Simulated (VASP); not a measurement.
Input of a VASP 6.6.1 run:

Contents of INCAR:

```
ALGO     = Normal         # electronic algorithm
EDIFF    = 1E-6           # SCF threshold, eV
EDIFFG   = -0.001         # ionic threshold
ENCUT    = 600            # plane-wave cutoff, eV
GGA      = PS             # functional
IBRION   = 2              # ionic algorithm
ISIF     = 3              # what is computed and relaxed
ISMEAR   = 0              # smearing method
LASPH    = True           # aspherical terms in the spheres
LCHARG   = False          # write CHGCAR
LREAL    = False          # projectors in reciprocal space
LWAVE    = False          # write WAVECAR
NELM     = 60             # most SCF steps
NSW      = 80             # ionic steps
PREC     = Accurate       # precision mode
SIGMA    = 0.01           # smearing width, eV
```

Contents of KPOINTS:

```
k-points
0
Gamma
  12 12 12
```

POSCAR

```
GaAs
1.0
    0.0000000000      2.8291375226      2.8291375226
    2.8291375226      0.0000000000      2.8291375226
    2.8291375226      2.8291375226      0.0000000000
Ga As
1 1
Direct
    0.0000000000      0.0000000000      0.0000000000
    0.7500000000      0.7500000000      0.7500000000
```

Potentials or basis: VASP PAW PBE potentials, release 64 (Ga_d, As).

Launch:

```sh
$ cat potpaw_PBE.64/Ga_d/POTCAR potpaw_PBE.64/As/POTCAR > POTCAR
$ mpirun -np 1 vasp_std > vasp.out
```

Q: Predict the relaxed volume.

A: 22.70 Å³/atom.

Q: Estimate the space group after relaxing (to 0.1 Å).

A: F-43m (No. 216).

Q: Estimate the band gap on the k mesh.

A: 0.42 eV.

Q: Estimate the relaxed cell.

A: a = 4.004 Å, b = 4.004 Å, c = 4.004 Å, α = 60.00°, β = 60.00°, γ = 60.00°.

Final structure:
```yaml
crystal:
  lattice:
    - [0.00000, 2.83154, 2.83154]
    - [2.83154, 0.00000, 2.83154]
    - [2.83154, 2.83154, 0.00000]
  atoms:
    - { symbol: Ga, position: [0.00000, 0.00000, 0.00000] }
    - { symbol: As, position: [0.75000, 0.75000, 0.75000] }
```

Caveat: the PAW data sets were made with another functional, which shifts forces and pressure a little. A k mesh can miss the band edges.
